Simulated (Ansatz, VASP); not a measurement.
## One calculation of CrO2, two programs

```
Cr O
1.0
     4.42100    0.00000    0.00000
     0.00000    4.42100    0.00000
     0.00000    0.00000    2.91700
Cr O
2 4
Direct
  0.00000 0.00000 0.00000
  0.50000 0.50000 0.50000
  0.30100 0.30100 0.00000
  0.19900 0.80100 0.50000
  0.69900 0.69900 0.00000
  0.80100 0.19900 0.50000
```

Alike in both runs: task single point; functional PBE; k mesh 6 × 6 × 9; collinear spin; Hubbard terms Cr d U = 3.0 eV.

|  | VASP | Ansatz |
| --- | --- | --- |
| version | VASP 6.6.1 | Ansatz 0.2.0 |
| potentials or method | VASP PAW PBE potentials, release 64 (Cr_pv, O), cutoff 520 eV | plane waves, PAW |
| occupations | methfessel-paxton of order 1, width 0.15 eV | cold, width 0.15 eV |
| valence electrons in the cell | 48 | 52 |

```tsv
	VASP	Ansatz	Ansatz less VASP
gap on the k mesh at the Fermi level (eV)	none	none	-
net moment per atom (μB)	0.67	0.67	0.000
size of the moment on the site where the two differ most (μB)	2.33	1.94	-0.385
```

Site moments also hang on the region over which each program counts them. The programs project onto different local orbitals, so the same U acts differently, and such runs can settle in different states. A gap of «none» marks a metal or a gap that the smearing closes. VASP's potentials hold 48 valence electrons a cell and Ansatz's 52, so a difference there can come from the potentials and not from the codes. Ansatz's warnings: filled band counts differ across k points, stability check not made.
